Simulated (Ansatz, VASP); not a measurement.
## ScAl7N8: VASP beside Ansatz

```xyz
16
Lattice="6.3707 0.0000 0.0000 -3.1853 5.5172 0.0000 0.0000 0.0000 5.0240" Properties=species:S:1:pos:R:3 pbc="T T T"
Al    1.6231    0.9020    2.5164
Al   -1.5862    4.6014   -0.0081
Al    0.0000    3.7132    2.5164
Al    3.1853    1.8316   -0.0081
Al    4.7476    0.9020    2.5164
Al    1.5862    4.6014   -0.0081
Al    3.1853    3.6781    2.5002
Sc    0.0000    1.8391   -0.0462
N     0.0000    1.8391    2.0858
N     1.6947    0.8606    4.4086
N    -1.5992    4.5939    1.9096
N     0.0000    3.7959    4.4086
N     3.1853    1.8466    1.9096
N     4.6760    0.8606    4.4086
N     1.5992    4.5939    1.9096
N     3.1853    3.6781    4.4300
```

Alike in both runs: functional PBE; k mesh 4 × 4 × 5; no spin polarisation.

Ansatz relaxed the structure, and its values are those at the end. VASP's run is a single point on that final structure, the one shown.

|  | VASP | Ansatz |
| --- | --- | --- |
| version | VASP 6.6.1 | Ansatz 0.2.0 |
| potentials or method | VASP PAW PBE potentials, release 64 (Al, Sc_sv, N) | scalar-relativistic, plane waves, PAW |
| plane-wave cutoff (eV) | 520 | 420 |
| occupations | gaussian, width 0.01 eV | fixed |
| valence electrons in the cell | 72 | 72 |

Ansatz gave:

```
gap on the k mesh at the Fermi level (eV) : 3.88
least direct gap on the mesh (eV)         : 3.88
pressure (GPa)                            : 0.9
rms of the force components (eV/Å)        : 0.000
```

**Question.** Which values does VASP return?

**Answer.** gap on the k mesh at the Fermi level (eV): 3.89; least direct gap on the mesh (eV): 3.89; pressure (GPa): 0.8; rms of the force components (eV/Å): 0.019.

Ansatz's warnings: stress scf threshold loose.
